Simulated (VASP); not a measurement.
# Ca (R-3m) in VASP: relaxation of cell and atoms with PBEsol

Aim: the relaxation of cell and atoms of Ca with PBEsol.

Program: VASP 6.6.1. These are calculated values, not measurements. Logs are shortened: lines on timing, memory, paths and dates and some standing lists are left out, and cuts for length are marked.

## Step 1: The cell of the first run

The typed cell holds 2 atoms: a = 6.411 Å, b = 6.411 Å, c = 6.411 Å, α = 33.52°, β = 33.52°, γ = 33.52°.

## Step 2: Relaxation of cell and atoms, PBEsol, target pressure 2.8 GPa, at which the enthalpy is minimised

Input file INCAR:

```
PREC = Accurate
ENCUT = 600
EDIFF = 1E-6
ISMEAR = -1
SIGMA = 0.1
LREAL = F
LASPH = T
NELM = 100
ALGO = Normal
ISIF = 3
LWAVE = F
LCHARG = F
GGA = PS
IBRION = 2
NSW = 32
EDIFFG = -0.005
PSTRESS = 28.0
```

Input file KPOINTS:

```
Automatic mesh
0
Gamma
  10 10 10
```

Input file POSCAR:

```
Ca
1.0
    1.8487386004     -1.0673697286      6.0447054599
    0.0000000000      2.1347394572      6.0447054599
   -1.8487386004     -1.0673697286      6.0447054599
Ca
2
Direct
    0.2500004531      0.2500004531      0.2500004531
   -0.2500004531     -0.2500004531     -0.2500004531
```

Potentials or basis: VASP PAW PBE potentials, release 64 (Ca_sv).

The run is started by

```bash
> cat potpaw_PBE.64/Ca_sv/POTCAR > POTCAR
> mpirun -np 1 vasp_std > vasp.out
```

OUTCAR:

```text
PREC = Accurate
   ENCUT = 600
   EDIFF = 1E-6
   ISMEAR = -1
   LREAL = F
   LASPH = T
   NELM = 100
   ISIF = 3
   GGA = PS
   IBRION = 2
   NSW = 32
   EDIFFG = -0.005
   PSTRESS = 28.0

 ion  position               nearest neighbor table
   1  0.250  0.250  0.250-
   2  0.750  0.750  0.750-

  LATTYP: Found a trigonal (rhomboedric) cell.
 ALAT       =     6.4105831753
 COS(alpha) =     0.8336641220

  Lattice vectors:

 A1 = (   1.8487386004,  -1.0673697286,   6.0447054599)
 A2 = (   0.0000000000,   2.1347394572,   6.0447054599)
 A3 = (  -1.8487386004,  -1.0673697286,   6.0447054599)

Analysis of symmetry for initial positions (statically):
=====================================================================
 Subroutine PRICEL returns following result:

  LATTYP: Found a trigonal (rhomboedric) cell.
 ALAT       =     3.7002470064
 COS(alpha) =     0.5007446439

  Lattice vectors:

 A1 = (   0.0000000000,   2.1347394572,  -3.0223691631)
 A2 = (   1.8487386004,  -1.0673697286,  -3.0223362968)
 A3 = (  -1.8487386004,  -1.0673697286,  -3.0223691631)

   2 primitive cells build up your supercell.

 Routine SETGRP: Setting up the symmetry group for a
 trigonal (rhombohedral) supercell.

 Subroutine GETGRP returns: Found 12 space group operations
 (whereof 12 operations were pure point group operations)
 out of a pool of 12 trial point group operations.

The static configuration has the point symmetry D_3d.

Analysis of symmetry for dynamics (positions and initial velocities):
=====================================================================
 Subroutine PRICEL returns following result:

  LATTYP: Found a trigonal (rhomboedric) cell.
 ALAT       =     3.7002470064
 COS(alpha) =     0.5007446439

  Lattice vectors:

 A1 = (   0.0000000000,   2.1347394572,  -3.0223691631)
 A2 = (   1.8487386004,  -1.0673697286,  -3.0223362968)
 A3 = (  -1.8487386004,  -1.0673697286,  -3.0223691631)

   2 primitive cells build up your supercell.

 Routine SETGRP: Setting up the symmetry group for a
 trigonal (rhombohedral) supercell.

 Subroutine GETGRP returns: Found 12 space group operations
 (whereof 12 operations were pure point group operations)
 out of a pool of 12 trial point group operations.

The dynamic configuration has the point symmetry D_3d.

 Subroutine INISYM returns: Found 12 space group operations
 (whereof 12 operations are pure point group operations),
 and found     2 'primitive' translations

----------------------------------------------------------------------------------------

                                     Primitive cell

  volume of cell :      35.7839

  direct lattice vectors                    reciprocal lattice vectors
     0.000000000  2.134739457 -3.022369163     0.000000980  0.312293594 -0.110289155
     1.848738600 -1.067369729 -3.022336297     0.270455657 -0.156147646 -0.110289155
    -1.848738600 -1.067369729 -3.022369163    -0.270453696 -0.156147646 -0.110289155

  length of vectors
     3.700247006  3.700220161  3.700247006     0.331196297  0.331197898  0.331196297

  position of ions in fractional coordinates (direct lattice)
     0.500000000  0.500000000  0.500000000

  ion indices of the primitive-cell ions
   primitive index   ion index
                 1           1

----------------------------------------------------------------------------------------

 KPOINTS: Automatic mesh

Automatic generation of k-mesh.
 Grid dimensions read from file:
 generate k-points for:   10   10   10

 Generating k-lattice:

  Cartesian coordinates                     Fractional coordinates (reciprocal lattice)
     0.027045468 -0.015614708  0.005514468     0.100000000  0.000000000  0.000000000
     0.000000000  0.031229416  0.005514468     0.000000000  0.100000000  0.000000000
    -0.027045468 -0.015614708  0.005514468     0.000000000  0.000000000  0.100000000

  Length of vectors
     0.031712549  0.031712549  0.031712549

  Shift w.r.t. Gamma in fractional coordinates (k-lattice)
     0.000000000  0.000000000  0.000000000

 Subroutine IBZKPT returns following result:
 ===========================================

 Found    116 irreducible k-points:

 Following reciprocal coordinates:
            Coordinates               Weight
  0.000000  0.000000  0.000000      1.000000
  0.100000  0.000000 -0.000000      6.000000
  0.200000  0.000000 -0.000000      6.000000
  0.300000  0.000000 -0.000000      6.000000
  0.400000  0.000000 -0.000000      6.000000
  0.500000  0.000000 -0.000000      3.000000
[... 16 lines left out ...]
  0.300000  0.300000  0.000000      6.000000
  0.400000  0.300000 -0.000000     12.000000
 [... further k-points ...]
   k-points           NKPTS =    116   k-points in BZ     NKDIM =    116   number of bands    NBANDS=     14
   number of dos      NEDOS =    301   number of ions     NIONS =      2
   total plane-waves  NPLWV = 157464
   dimension x,y,z NGX =    54 NGY =   54 NGZ =   54
   dimension x,y,z NGXF=   108 NGYF=  108 NGZF=  108
   ions per type =               2
   NGX,Y,Z   is equivalent  to a cutoff of  14.00, 14.00, 14.00 a.u.
   NGXF,Y,Z  is equivalent  to a cutoff of  28.01, 28.01, 28.01 a.u.
 SYSTEM =  unknown system
   PREC   = accura    normal or accurate (medium, high low for compatibility)
   ISTART =      0    job   : 0-new  1-cont  2-samecut
   ICHARG =      2    charge: 1-file 2-atom 10-const
   ISPIN  =      1    spin polarized calculation?
   LNONCOLLINEAR =      F non collinear calculations
   LSORBIT =      F    spin-orbit coupling
   LASPH  =      T    aspherical Exc in radial PAW
   ENCUT  =  600.0 eV  44.10 Ry    6.64 a.u.  12.80 12.80 12.80*2*pi/ulx,y,z
   NELM   =    100;   NELMIN=  2; NELMDL= -5     # of ELM steps
   EDIFF  = 0.1E-05   stopping-criterion for ELM
   LREAL  =      F    real-space projection
   EDIFFG = -.5E-02   stopping-criterion for IOM
   NSW    =     32    number of steps for IOM
   IBRION =      2    ionic relax: 0-MD 1-quasi-New 2-CG
   NFREE  =      1    steps in history (QN), initial steepest desc. (CG)
   ISIF   =      3    stress and relaxation
   ISYM   =      2    0-nonsym 1-usesym 2-fastsym
   POTIM  = 0.5000    time-step for ionic-motion
   TEBEG  =    0.0;   TEEND  =   0.0 temperature during run
   PSTRESS=   28.0 pullay stress
   NELECT =      20.0000    total number of electrons
   NUPDOWN=      -1.0000    fix difference up-down
   EMIN   =  10.00;   EMAX   =-10.00  energy-range for DOS
   EFERMI =   0.00;   METHOD = LEGACY
   ISMEAR =    -1;   SIGMA  =   0.10  broadening in eV -4-tet -1-fermi 0-gaus
   EFERMI_NEDOS =   21; number of points for ismear=-14 and -15
   IALGO  =     38    algorithm
   IMIX   =      4    mixing-type and parameters
     AMIX     =   0.40;   BMIX     =  1.00
     AMIX_MAG =   1.60;   BMIX_MAG =  1.00
  volume/ion in A,a.u.               =      35.78       241.48
  Fermi-wavevector in a.u.,A,eV,Ry     =   1.070317  2.022607 15.586552  1.145579
  Thomas-Fermi vector in A             =   2.206024
   LORBIT       =      0    0 simple, 1 ext, 2 COOP (PROOUT), +10 PAW based schemes
   GGA     = PS    functional components
   LHFCALC =     F    Hartree Fock is set to
   AEXX    =    0.0000 exact exchange contribution
   IVDW    =     0    specifies the selected vdW correction
   LEPSILON=     F    determine dielectric tensor
   LRPA    =     F    only Hartree local field effects (RPA)
 conjugate gradient relaxation of ions
 non-spin polarized calculation
  energy-cutoff  :      600.00
  volume of cell :       71.57
 maximum number of plane-waves:      2437
 NGX is ok and might be reduce to    54
   NGX = 25   NGY = 25   NGZ = 25

--------------------------------------- Ionic step        1  -------------------------------------------

 number of electron      20.0000000 magnetization

 Free energy of the ion-electron system (eV)
  ---------------------------------------------------
  ext. energy  EPLUGINS =         0.00000000
  ---------------------------------------------------
  free energy    TOTEN  =        -4.23075348 eV

  energy without entropy =       -4.15585618  energy(sigma->0) =       -4.19330483

------------------------ aborting loop because EDIFF is reached ----------------------------------------

  FORCE on cell =-STRESS in cart. coord.  units (eV):
  Direction    XX          YY          ZZ          XY          YZ          ZX
  --------------------------------------------------------------------------------------
  -------------------------------------------------------------------------------------
  Total        1.2632415      1.2632415      1.2627077     -0.0000000      0.0000000     -0.0000000
  in kB       28.2800506     28.2800506     28.2680996     -0.0000000      0.0000000     -0.0000000
  external PRESSURE =       0.2760669 kB  Pullay stress =      28.0000000 kB

 VOLUME and BASIS-vectors are now :
 -----------------------------------------------------------------------------
  energy-cutoff  :      600.00
  volume of cell :       71.57
      direct lattice vectors                 reciprocal lattice vectors
     1.848738600 -1.067369729  6.044705460     0.270454676 -0.156147080  0.055144678
     0.000000000  2.134739457  6.044705460     0.000000000  0.312294160  0.055144678
    -1.848738600 -1.067369729  6.044705460    -0.270454676 -0.156147080  0.055144678

 POSITION                                       TOTAL-FORCE (eV/Angst)
 -----------------------------------------------------------------------------------
      0.00000      0.00000      4.53354         0.000000      0.000000     -0.000000
      0.00000      0.00000     13.60058         0.000000      0.000000      0.000000
 -----------------------------------------------------------------------------------
    total drift:                               -0.000000      0.000000      0.000000

  FREE ENERGIE OF THE ION-ELECTRON SYSTEM (eV)
  ---------------------------------------------------
  free  energy   TOTEN  =        -4.2307534771 eV

  energy  without entropy=       -4.1558561847  energy(sigma->0) =       -4.19330483

  enthalpy is  TOTEN    =        -2.9800215560 eV   P V=        1.2507319211

--------------------------------------- Ionic step        2  -------------------------------------------

 number of electron      19.9999999 magnetization

 Free energy of the ion-electron system (eV)
  ---------------------------------------------------
  ext. energy  EPLUGINS =         0.00000000
  ---------------------------------------------------
  free energy    TOTEN  =        -4.23187994 eV

  energy without entropy =       -4.15694213  energy(sigma->0) =       -4.19441104

 E-fermi :   2.5869     XC(G=0):  -8.3492

 val. band max:        2.5821069746   @ k =   0.0000   0.0000   0.0000
 cond. band min:       2.5892723684   @ k =   0.5000   0.5000   0.0000
 fundamental gap:      0.0071653938
 Fermi energy:         2.5868860619

 k-point     1 :       0.0000    0.0000    0.0000
  band No.  band energies     occupation
      1     -38.8863      2.00000
      2     -38.8566      2.00000
      3     -20.1001      2.00000
      4     -19.8803      2.00000
      5     -19.8803      2.00000
      6     -19.8467      2.00000
      7     -19.8467      2.00000
      8     -19.8462      2.00000
      9      -1.7447      2.00000
     10       1.4913      1.99997
     11       2.5821      1.02389
     12       4.9745      0.00000
     13       4.9755      0.00000
     14       5.1149      0.00000

 k-point     2 :       0.1000    0.0000   -0.0000
  band No.  band energies     occupation
      1     -38.8837      2.00000
      2     -38.8554      2.00000
      3     -20.0912      2.00000
      4     -19.8979      2.00000
      5     -19.8839      2.00000
      6     -19.8669      2.00000
      7     -19.8519      2.00000
      8     -19.8499      2.00000
      9      -1.5636      2.00000
     10       1.6351      1.99985
[... 362 lines left out ...]
 k-point    24 :       0.4000    0.3000   -0.0000
  band No.  band energies     occupation
      1     -38.8615      2.00000
      2     -38.8486      2.00000
      3     -20.0572      2.00000
      4     -20.0471      2.00000
      5     -19.9556      2.00000
      6     -19.9300      2.00000
      7     -19.8877      2.00000
      8     -19.8742      2.00000
      9       0.4754      2.00000
     10       1.9694      1.99584
     11       3.1573      0.00664
     12       3.4133      0.00051
     13       3.7599      0.00002
     14       4.9428      0.00000

 [... further k-points ...]

------------------------ aborting loop because EDIFF is reached ----------------------------------------

  FORCE on cell =-STRESS in cart. coord.  units (eV):
  Direction    XX          YY          ZZ          XY          YZ          ZX
  --------------------------------------------------------------------------------------
  -------------------------------------------------------------------------------------
  Total        1.2541421      1.2541421      1.2536331      0.0000000      0.0000000      0.0000000
  in kB       28.0513028     28.0513028     28.0399192      0.0000000      0.0000000      0.0000000
  external PRESSURE =       0.0475083 kB  Pullay stress =      28.0000000 kB

 VOLUME and BASIS-vectors are now :
 -----------------------------------------------------------------------------
  energy-cutoff  :      600.00
  volume of cell :       71.63
      direct lattice vectors                 reciprocal lattice vectors
     1.849296453 -1.067691805  6.046451599     0.270373092 -0.156099977  0.055128752
    -0.000000000  2.135383610  6.046451599     0.000000000  0.312199955  0.055128752
    -1.849296453 -1.067691805  6.046451599    -0.270373092 -0.156099977  0.055128752

 POSITION                                       TOTAL-FORCE (eV/Angst)
 -----------------------------------------------------------------------------------
      0.00000      0.00000      4.53485         0.000000      0.000000      0.000000
      0.00000      0.00000     13.60451         0.000000      0.000000     -0.000000
 -----------------------------------------------------------------------------------
    total drift:                               -0.000000      0.000000      0.000000

  FREE ENERGIE OF THE ION-ELECTRON SYSTEM (eV)
  ---------------------------------------------------
  free  energy   TOTEN  =        -4.2318799448 eV

  energy  without entropy=       -4.1569421323  energy(sigma->0) =       -4.19441104

  enthalpy is  TOTEN    =        -2.9800315811 eV   P V=        1.2518483638

 reached required accuracy - stopping structural energy minimisation
```

It took 16 min on 1 thread of Oxide Virtual Turin-like, shared host; peak memory 0.42 GiB.

Results:

```
Free energy                                                : -4.2319 eV
Relaxed volume                                             : 35.82 Å³/atom
Relaxed cell                                               : a = 6.412 Å, b = 6.412 Å, c = 6.412 Å, α = 33.52°, β = 33.52°, γ = 33.52°
Space group after relaxing (to 0.1 Å)                      : Fm-3m (No. 225)
Energy change on relaxing (the run minimises the enthalpy) : -0.6 meV/atom
Ionic steps                                                : 2
Pressure after relaxing                                    : 2.8 GPa
Band gap on the k mesh                                     : zero (bands 10 and 11 overlap by 0.07 eV)
```

Step by step:
| step | energy change (eV) | largest force (eV/Å) | pressure (GPa) | volume (Å³) |
| --- | --- | --- | --- | --- |
| 1 | 0.0000 | 0.0000 | 2.83 | 71.57 |
| 2 | -0.0011 | 0.0000 | 2.80 | 71.63 |

Final structure:
```
Ca
1.0
     1.84930   -1.06769    6.04645
     0.00000    2.13538    6.04645
    -1.84930   -1.06769    6.04645
Ca
2
Direct
  0.25000 0.25000 0.25000
  0.75000 0.75000 0.75000
```

Caveat: the cell is relaxed towards a set pressure, so the run minimises the enthalpy, not the energy; the PAW data sets were made with another functional, which shifts forces and pressure a little.
